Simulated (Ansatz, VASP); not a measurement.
**CaC2 in VASP and in Ansatz**

```
Ca C
1.0
    -1.98266    1.98266    3.04201
     1.98266   -1.98266    3.04201
     1.98266    1.98266   -3.04201
Ca C
1 2
Cartesian
  0.0000 0.0000 0.0000
  0.0000 0.0000 3.6376
  0.0000 0.0000 2.4464
```

Change from the starting cell: strain +0.025 along x and y, -0.050 along z, atoms carried along.

Alike in both runs: task single point; functional LDA; k mesh 10 × 10 × 10; occupations gaussian, width 0.05 eV; no spin polarisation.

|  | VASP | Ansatz |
| --- | --- | --- |
| version | VASP 6.6.1 | Ansatz 0.2.0 |
| potentials or method | VASP PAW LDA potentials, release 64 (Ca_sv, C), cutoff 520 eV | scalar-relativistic, plane waves, PAW |
| valence electrons in the cell | 18 | 18 |

Ansatz gave:

* gap on the k mesh at the Fermi level (eV): 1.58
* least direct gap on the mesh (eV): 2.62
* pressure (GPa): 5.0
* traceless stress, the component that is largest in VASP (GPa): 22.04
* rms of the force components (eV/Å): 2.619

Question: Estimate VASP's values.

Answer: gap on the k mesh at the Fermi level (eV): 1.57; least direct gap on the mesh (eV): 2.61; pressure (GPa): 5.5; traceless stress, the component that is largest in VASP (GPa): 22.61; rms of the force components (eV/Å): 2.686.

LDA's correlation is that of Perdew and Zunger in VASP and of Perdew and Wang (1992) in Ansatz. Atom by atom the forces differ by 0.066 eV/Å (rms over components).
